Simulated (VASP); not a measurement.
Write the native input for VASP 6.6.1 that does the following.

- Task: single point
- Functional: PBE
- Potentials or basis: VASP PAW PBE potentials, release 64 (B, As)
- Cutoff: 520 eV
- k mesh: 12 × 8 × 6
- Occupations: gaussian, width 0.022 eV
- Spin: no spin polarisation
- Dipole correction: no
- Further INCAR settings: ALGO = Normal; EDIFF = 1e-07; NBANDS = 11

The structure of BAs lies in POSCAR:

```
BAs
1.0
    2.1275493300      0.0000000000      0.0000000000
    0.0000000000      3.1740629400      0.0000000000
    0.0000000000      0.0000000000      4.9509801800
B As
1 1
Direct
    0.0000000000      0.5000000000      0.0000000000
    0.5000000000      0.5000000000      0.5000000000
```

The input as run:

INCAR

```
PREC = Accurate
ENCUT = 520
EDIFF = 1E-7
ISMEAR = 0
SIGMA = 0.022
LREAL = F
LASPH = T
NELM = 100
ALGO = Normal
ISIF = 2
LWAVE = F
LCHARG = F
GGA = PE
NBANDS = 11
```

KPOINTS

```
Automatic mesh
0
Gamma
  12 8 6
```

Potentials or basis: VASP PAW PBE potentials, release 64 (B, As).

Run with:

```console
$ cat potpaw_PBE.64/B/POTCAR potpaw_PBE.64/As/POTCAR > POTCAR
$ mpirun -np 1 vasp_std > vasp.out
```

It gave:

```yaml
Pressure: 6.0 GPa
Band_gap_on_the_k_mesh: zero (bands 4 and 5 overlap by 4.04 eV)
```

Caveat: the stress differs along the axes, from -6 to 30 GPa; this functional lacks dispersion, which binds layers or chains, so the pressure and a relaxed spacing across them are unreliable.

Wall time 52 s on 1 thread of Intel Xeon 8259CL (shared host), peak memory 0.18 GiB.
